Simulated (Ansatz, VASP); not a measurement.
# HgTe: VASP beside Ansatz

```xyz
2
Lattice="0.0000 3.2235 3.2880 3.2235 0.0000 3.2880 3.2235 3.2235 0.0000" Properties=species:S:1:pos:R:3 pbc="T T T"
Hg    0.0000    0.0000    0.0000
Te    4.8353    4.8353    4.9320
```

Change from the starting cell: zz strain of +2 %.

Alike in both runs: task single point; functional PBE; k mesh 11 × 11 × 11; occupations fermi-dirac, width 0.03 eV; no spin polarisation.

|  | VASP | Ansatz |
| --- | --- | --- |
| version | VASP 6.6.1 | Ansatz 0.2.0 |
| potentials or method | VASP PAW PBE potentials, release 64 (Hg, Te), cutoff 520 eV | all-electron LAPW, scalar-relativistic |

|  | VASP | Ansatz | Ansatz less VASP |
| --- | --- | --- | --- |
| pressure (GPa) | 3.1 | 3.0 | -0.06 |
| traceless stress, the component that is largest in VASP (GPa) | -0.17 | -0.17 | 0.000 |

Ansatz ran all-electron here, and VASP with PAW potentials.

Spin-orbit coupling is off throughout.
